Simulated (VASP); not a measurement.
# HfC (Fm-3m) in VASP: settings compared

HfC is run at these levels: HSE06, PBE0; tasks: single point.

Everything below comes from runs of VASP 6.6.1. Logs are shortened: lines on timing, memory, paths and dates and some standing lists are left out, and cuts for length are marked.

### Step 1. The cell of the first run

It takes space group Fm-3m (No. 225, cubic). The conventional cell has a = 4.555 Å, b = 4.555 Å, c = 4.555 Å, α = 90.00°, β = 90.00°, γ = 90.00°. Hf (site symmetry m-3m) has 6 C at 2.28 Å within 3.0 Å. Within 3.0 Å of C (site symmetry m-3m) lie 6 Hf at 2.28 Å.

### Step 2. Single point, HSE06

POSCAR

```
HfC
1.0
    0.0000000000      2.2775377028      2.2775377028
    2.2775377028      0.0000000000      2.2775377028
    2.2775377028      2.2775377028      0.0000000000
Hf C
1 1
Direct
    0.5000000000      0.5000000000      0.5000000000
    0.0000000000      0.0000000000      0.0000000000
```

INCAR.step1

```
SYSTEM = HfC
PREC     = Accurate       ! precision mode
ENCUT    = 520            ! plane-wave cutoff, eV
EDIFF    = 1E-5           ! SCF threshold, eV
ISMEAR   = -1             ! smearing method
SIGMA    = 0.05           ! smearing width, eV
LREAL    = .FALSE.        ! projectors in reciprocal space
LASPH    = .TRUE.         ! aspherical terms in the spheres
NELM     = 100            ! most SCF steps
ALGO     = Normal         ! electronic algorithm
ISIF     = 2              ! what is computed and relaxed
LWAVE    = .TRUE.         ! write WAVECAR
LCHARG   = .FALSE.        ! write CHGCAR
GGA      = PE             ! functional
NBANDS   = 14             ! bands
```

INCAR.step2

```
SYSTEM = HfC
PREC     = Accurate       ! precision mode
ENCUT    = 520            ! plane-wave cutoff, eV
EDIFF    = 1E-7           ! SCF threshold, eV
ISMEAR   = -1             ! smearing method
SIGMA    = 0.05           ! smearing width, eV
LREAL    = .FALSE.        ! projectors in reciprocal space
LASPH    = .TRUE.         ! aspherical terms in the spheres
NELM     = 100            ! most SCF steps
ALGO     = Normal         ! electronic algorithm
ISIF     = 2              ! what is computed and relaxed
LWAVE    = .FALSE.        ! write WAVECAR
LCHARG   = .FALSE.        ! write CHGCAR
GGA      = PE             ! functional
LHFCALC  = .TRUE.         ! exact exchange
HFSCREEN = 0.2079         ! screening, 1/A
PRECFOCK = Normal       
ISTART   = 1            
NBANDS   = 14             ! bands
```

KPOINTS

```
regular mesh
0
G
  6 6 6
  0 0 0
```

Potentials or basis: VASP PAW PBE potentials, release 64 (Hf_pv, C).

Launch:

```console
$ cat potpaw_PBE.64/Hf_pv/POTCAR potpaw_PBE.64/C/POTCAR > POTCAR
$ cp INCAR.step1 INCAR
$ mpirun -np 1 vasp_std > vasp.out
$ cp INCAR.step2 INCAR
$ mpirun -np 1 vasp_std > vasp.out
```

OUTCAR:

```text
SYSTEM = HfC
   PREC = Accurate
   ENCUT = 520
   EDIFF = 1E-7
   ISMEAR = -1
   LREAL = .FALSE.
   LASPH = .TRUE.
   NELM = 100
   ISIF = 2
   GGA = PE
   LHFCALC = .TRUE.
   HFSCREEN = 0.2079
   PRECFOCK = Normal
   ISTART = 1

 ion  position               nearest neighbor table
   1  0.500  0.500  0.500-   2 2.28   2 2.28   2 2.28   2 2.28   2 2.28   2 2.28
   2  0.000  0.000  0.000-   1 2.28   1 2.28   1 2.28   1 2.28   1 2.28   1 2.28

  LATTYP: Found a face centered cubic cell.
 ALAT       =     4.5550754056

  Lattice vectors:

 A1 = (   0.0000000000,   2.2775377028,   2.2775377028)
 A2 = (   2.2775377028,   0.0000000000,   2.2775377028)
 A3 = (   2.2775377028,   2.2775377028,   0.0000000000)

Analysis of symmetry for initial positions (statically):
=====================================================================
 Subroutine PRICEL returns:
 Original cell was already a primitive cell.

 Routine SETGRP: Setting up the symmetry group for a
 face centered cubic supercell.

 Subroutine GETGRP returns: Found 48 space group operations
 (whereof 48 operations were pure point group operations)
 out of a pool of 48 trial point group operations.

The static configuration has the point symmetry O_h .

Analysis of symmetry for dynamics (positions and initial velocities):
=====================================================================
 Subroutine PRICEL returns:
 Original cell was already a primitive cell.

 Routine SETGRP: Setting up the symmetry group for a
 face centered cubic supercell.

 Subroutine GETGRP returns: Found 48 space group operations
 (whereof 48 operations were pure point group operations)
 out of a pool of 48 trial point group operations.

The dynamic configuration has the point symmetry O_h .

 Subroutine INISYM returns: Found 48 space group operations
 (whereof 48 operations are pure point group operations),
 and found     1 'primitive' translations

----------------------------------------------------------------------------------------

                                     Primitive cell

  volume of cell :      23.6280

  direct lattice vectors                    reciprocal lattice vectors
     0.000000000  2.277537703  2.277537703    -0.219535334  0.219535334  0.219535334
     2.277537703  0.000000000  2.277537703     0.219535334 -0.219535334  0.219535334
     2.277537703  2.277537703  0.000000000     0.219535334  0.219535334 -0.219535334
[... 91 lines left out ...]
   EFERMI_NEDOS =   21; number of points for ismear=-14 and -15
   IALGO  =     38    algorithm
   IMIX   =      1    mixing-type and parameters
     AMIX     =   0.40;   BMIX     =  1.00
     AMIX_MAG =   1.60;   BMIX_MAG =  1.00
  volume/ion in A,a.u.               =      11.81        79.72
  Fermi-wavevector in a.u.,A,eV,Ry     =   1.375019  2.598409 25.724214  1.890676
  Thomas-Fermi vector in A             =   2.500393
   LORBIT       =      0    0 simple, 1 ext, 2 COOP (PROOUT), +10 PAW based schemes
   GGA     = PE    functional components
   LHFCALC =     T    Hartree Fock is set to
   PRECFOCK=normal    Normal, Fast or Accurate (Low or Medium for compatibility)
   ENCUT4O =  -1.0   cutoff for four orbital integrals eV
   NKREDX  =     1    reduce k-point grid by
   NKREDY  =     1    reduce k-point grid by
   NKREDZ  =     1    reduce k-point grid by
   AEXX    =    0.2500 exact exchange contribution
   HFSCREEN=    0.2079 screening length (either q_TF or 0.3 A-1)
   HFSCREENC=   0.2079 screening length for correlation (either q_TF or 0.3 A-1)
   ENCUTFOCK=  -1.0 apply spherical cutoff to Coloumb kernel
   IVDW    =     0    specifies the selected vdW correction
   LEPSILON=     F    determine dielectric tensor
   LRPA    =     F    only Hartree local field effects (RPA)
 non-spin polarized calculation
  energy-cutoff  :      520.00
  volume of cell :       23.63
 maximum number of plane-waves:       650
  NGX = 18; NGY = 18; NGZ = 18

 number of electron      14.0000000 magnetization

 Free energy of the ion-electron system (eV)
  ---------------------------------------------------
  ext. energy  EPLUGINS =         0.00000000
  ---------------------------------------------------
  free energy    TOTEN  =       -23.95482919 eV

  energy without entropy =      -23.95126435  energy(sigma->0) =      -23.95304677

 E-fermi :   5.9722     XC(G=0): -10.2988

 val. band max:        5.8674123996   @ k =   0.1667   0.1667   0.0000
 cond. band min:       6.0332443172   @ k =   0.5000   0.5000   0.0000
 fundamental gap:      0.1658319176
 Fermi energy:         5.9721857573

 k-point     1 :       0.0000    0.0000    0.0000
  band No.  band energies     occupation
      1     -25.2412      2.00000
      2     -25.2412      2.00000
      3     -25.2412      2.00000
      4      -8.1050      2.00000
      5       7.3002      0.00000
      6       7.3002      0.00000
      7       7.3002      0.00000
      8       8.1708      0.00000
      9       8.1709      0.00000
     10       8.1709      0.00000
     11      10.3342      0.00000
     12      10.3342      0.00000
     13      14.8299      0.00000
     14      18.2608      0.00000
[... 241 lines left out ...]
      1     -25.9529      2.00000
      2     -25.6936      2.00000
      3     -25.5759      2.00000
      4      -5.3459      2.00000
      5       2.9041      2.00000
      6       3.1801      2.00000
      7       3.3133      2.00000
      8       8.7847      0.00000
      9      12.7369      0.00000
     10      14.3925      0.00000
     11      14.5200      0.00000
     12      16.4822      0.00000
     13      20.0289      0.00000
     14      21.3876      0.00000

------------------------ aborting loop because EDIFF is reached ----------------------------------------

  FORCE on cell =-STRESS in cart. coord.  units (eV):
  Direction    XX          YY          ZZ          XY          YZ          ZX
  --------------------------------------------------------------------------------------
  -------------------------------------------------------------------------------------
  Total        1.8166470      1.8166470      1.8166470     -0.0000000     -0.0000000     -0.0000000
  in kB      123.1840273    123.1840273    123.1840273     -0.0000000     -0.0000000     -0.0000000
  external PRESSURE =     123.1840273 kB  Pullay stress =       0.0000000 kB

 VOLUME and BASIS-vectors are now :
 -----------------------------------------------------------------------------
  energy-cutoff  :      520.00
  volume of cell :       23.63
      direct lattice vectors                 reciprocal lattice vectors
     0.000000000  2.277537703  2.277537703    -0.219535334  0.219535334  0.219535334
     2.277537703  0.000000000  2.277537703     0.219535334 -0.219535334  0.219535334
     2.277537703  2.277537703  0.000000000     0.219535334  0.219535334 -0.219535334

 POSITION                                       TOTAL-FORCE (eV/Angst)
 -----------------------------------------------------------------------------------
      2.27754      2.27754      2.27754         0.000000     -0.000000     -0.000000
      0.00000      0.00000      0.00000        -0.000000      0.000000      0.000000
 -----------------------------------------------------------------------------------
    total drift:                                0.000001      0.000002      0.000001

  FREE ENERGIE OF THE ION-ELECTRON SYSTEM (eV)
  ---------------------------------------------------
  free  energy   TOTEN  =       -23.9548291912 eV

  energy  without entropy=      -23.9512643531  energy(sigma->0) =      -23.95304677
```

OUTCAR.step1:

```text
SYSTEM = HfC
   PREC = Accurate
   ENCUT = 520
   EDIFF = 1E-5
   ISMEAR = -1
   LREAL = .FALSE.
[... 482 lines left out ...]
      2.27754      2.27754      2.27754         0.000000      0.000000      0.000000
      0.00000      0.00000      0.00000        -0.000000     -0.000000     -0.000000
 -----------------------------------------------------------------------------------
    total drift:                                0.000000     -0.000000      0.000000

  FREE ENERGIE OF THE ION-ELECTRON SYSTEM (eV)
  ---------------------------------------------------
  free  energy   TOTEN  =       -20.9626312413 eV

  energy  without entropy=      -20.9599200430  energy(sigma->0) =      -20.96127564
```

OSZICAR.step1:

```text
N       E                     dE             d eps       ncg     rms          rms(c)
DAV:   1     0.237937503971E+02    0.23794E+02   -0.77429E+03   448   0.995E+02
DAV:   2    -0.226762314742E+02   -0.46470E+02   -0.43893E+02   570   0.206E+02
DAV:   3    -0.240752615108E+02   -0.13990E+01   -0.13957E+01   526   0.256E+01
DAV:   4    -0.240807020164E+02   -0.54405E-02   -0.54401E-02   538   0.200E+00
DAV:   5    -0.240807349298E+02   -0.32913E-04   -0.32913E-04   546   0.136E-01    0.637E+01
DAV:   6    -0.209977058894E+02    0.30830E+01   -0.11366E+01   496   0.182E+01    0.452E+01
DAV:   7    -0.209730185423E+02    0.24687E-01   -0.50706E-01   538   0.502E+00    0.248E+01
DAV:   8    -0.209670259466E+02    0.59926E-02   -0.48532E-02   514   0.170E+00    0.482E+00
DAV:   9    -0.209629024945E+02    0.41235E-02   -0.16367E-02   532   0.716E-01    0.182E+00
DAV:  10    -0.209626363118E+02    0.26618E-03   -0.10219E-03   526   0.250E-01    0.479E-02
DAV:  11    -0.209626312413E+02    0.50705E-05   -0.64520E-05   548   0.661E-02
   1 F= -.20962631E+02 E0= -.20961276E+02  d E =-.271120E-02
```

Run time: 25 min. Hardware: 1 thread of Intel Xeon Platinum 8259CL at 2.50GHz (Skylake/Cascade Lake), shared host; peak memory 0.25 GiB.

What came out:

- Free energy: -23.9548 eV
- Pressure: 12.3 GPa
- Band gap on the k mesh: zero (bands 7 and 8 overlap by 1.60 eV)

Caveat: the k points lie up to 0.40 Å⁻¹ apart, too coarse for converged energies and pressures of a metal; the PAW data sets were made with another functional, which shifts forces and pressure a little; spin-orbit coupling is left out, which moves the levels of the heavy elements.

[end of part 1 of 2]
